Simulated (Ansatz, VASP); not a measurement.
# One calculation of NaH, two programs

```
Na H
1.0
     0.00000    2.41325    2.41325
     2.41325    0.00000    2.41325
     2.41325    2.41325    0.00000
Na H
1 1
Direct
  0.00000 0.00000 0.00000
  0.50000 0.50000 0.50000
```

Alike in both runs: task relaxation of the atoms; functional r2SCAN; k mesh 10 × 10 × 10; occupations fermi-dirac, width 0.02 eV; no spin polarisation.

|  | VASP | Ansatz |
| --- | --- | --- |
| version | VASP 6.6.1 | Ansatz 0.2.0 |
| potentials or method | VASP PAW PBE potentials, release 64 (Na_pv, H), cutoff 520 eV | PAW plane waves |
| valence electrons in the cell | 8 | 10 |

|  | VASP | Ansatz | Ansatz less VASP |
| --- | --- | --- | --- |
| gap on the k mesh at the Fermi level, each at its own relaxed structure (eV) | 4.39 | 4.38 | -0.009 |

VASP's potentials were made for PBE, not for r2SCAN. VASP's potentials hold 8 valence electrons a cell and Ansatz's 10, so a difference there can come from the potentials and not from the codes. Ansatz's warnings: stress scf threshold loose.

Noted on VASP's run: the relaxation stopped at its first step, so nothing moved.
